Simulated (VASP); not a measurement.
Ti:

```
CELL_PARAMETERS angstrom
-1.64100 1.64100 1.64100
1.64100 -1.64100 1.64100
1.64100 1.64100 -1.64100
ATOMIC_POSITIONS crystal
Ti 0.00000 0.00000 0.00000
```

- Program: VASP 6.6.1
- Task: relaxation of cell and atoms
- Functional: PBE
- Dispersion: D3(BJ)
- Potentials or basis: VASP PAW PBE potentials, release 64 (Ti_sv)
- Cutoff: 600 eV
- k mesh: 11 × 11 × 11
- Occupations: fermi-dirac, width 0.05 eV
- Spin: no spin polarisation

At the start: pressure -8.3 GPa; volume 17.68 Å³/atom.

**Question.** Where does the relaxation end?

**Answer.** Over 3 steps the energy falls by 39.9 meV/atom and the volume is 16.24 Å³/atom (-8.1 %); space group Im-3m (No. 229, to 0.05 Å).

The path:
| step | energy change (eV) | largest force (eV/Å) | pressure (GPa) | volume (Å³) |
| --- | --- | --- | --- | --- |
| 1 | 0.0000 | 0.0000 | -8.30 | 17.68 |
| 2 | -0.0246 | 0.0000 | 6.30 | 15.43 |
| 3 | -0.0399 | 0.0000 | 0.00 | 16.24 |

Final structure:
```xyz
1
Lattice="-1.5953 1.5953 1.5953 1.5953 -1.5953 1.5953 1.5953 1.5953 -1.5953" Properties=species:S:1:pos:R:3 pbc="T T T"
Ti    0.0000    0.0000    0.0000
```

Caveat: pairwise dispersion overbinds metals, which lowers pressure and volume.
